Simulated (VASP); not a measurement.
A run of VASP 6.6.1:

INCAR

```
  PREC = Accurate
  ENCUT = 520
  EDIFF = 1E-7
  ISMEAR = 0
  SIGMA = 0.1
  LREAL = F
  LASPH = T
  NELM = 60
  ALGO = Normal
  ISIF = 2
  LWAVE = F
  LCHARG = F
  GGA = PE
  NBANDS = 24
```

KPOINTS

```
Automatic mesh
0
Gamma
  4 4 4
```

Contents of POSCAR:

```
Sn2Se
1.0
    4.1734417300      0.0000000000      0.0000000000
    0.0000000000      4.1734417300      0.0000000000
    0.0000000000      0.0000000000      4.8087400400
Sn Se
2 1
Direct
    0.0000000000      0.5000000000      0.5000000000
    0.5000000000      0.0000000000      0.5000000000
    0.5000000000      0.5000000000      0.5000000000
```

Potentials or basis: VASP PAW PBE potentials, release 64 (Sn_d, Se).

Command:

```bash
$ cat potpaw_PBE.64/Sn_d/POTCAR potpaw_PBE.64/Se/POTCAR > POTCAR
$ mpirun -np 1 vasp_std > vasp.out
```

Hardware: 1 thread of Intel Xeon 8259CL (shared host).

How long does it take, and how much memory?

Run time: 33 s on 1 thread of Intel Xeon 8259CL (shared host), peak memory 0.19 GiB. Counts: scf iterations 14, k points 18.
